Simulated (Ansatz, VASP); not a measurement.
## Two plane-wave programs on AlN

```
CELL_PARAMETERS angstrom
3.06730 0.00000 0.00000
-1.53365 2.65636 0.00000
0.00000 0.00000 4.81630
ATOMIC_POSITIONS crystal
Al 0.33333 0.66667 0.00173
Al 0.66667 0.33333 0.50173
N 0.33333 0.66667 0.38327
N 0.66667 0.33333 0.88327
```

Alike in both runs: task relaxation of the atoms; functional PBE; k mesh 9 × 9 × 6; occupations gaussian, width 0.05 eV; no spin polarisation.

|  | VASP | Ansatz |
| --- | --- | --- |
| version | VASP 6.6.1 | Ansatz 0.2.0 |
| potentials or method | VASP PAW PBE potentials, release 64 (Al, N), cutoff 520 eV | scalar-relativistic, plane waves, PAW |
| valence electrons in the cell | 16 | 16 |

Ansatz gave:

* gap on the k mesh at the Fermi level, each at its own relaxed structure (eV): 4.62

Q: What did VASP give for the same quantities?

A: gap on the k mesh at the Fermi level, each at its own relaxed structure (eV): 4.63.

Ansatz's warnings: stress scf threshold loose.
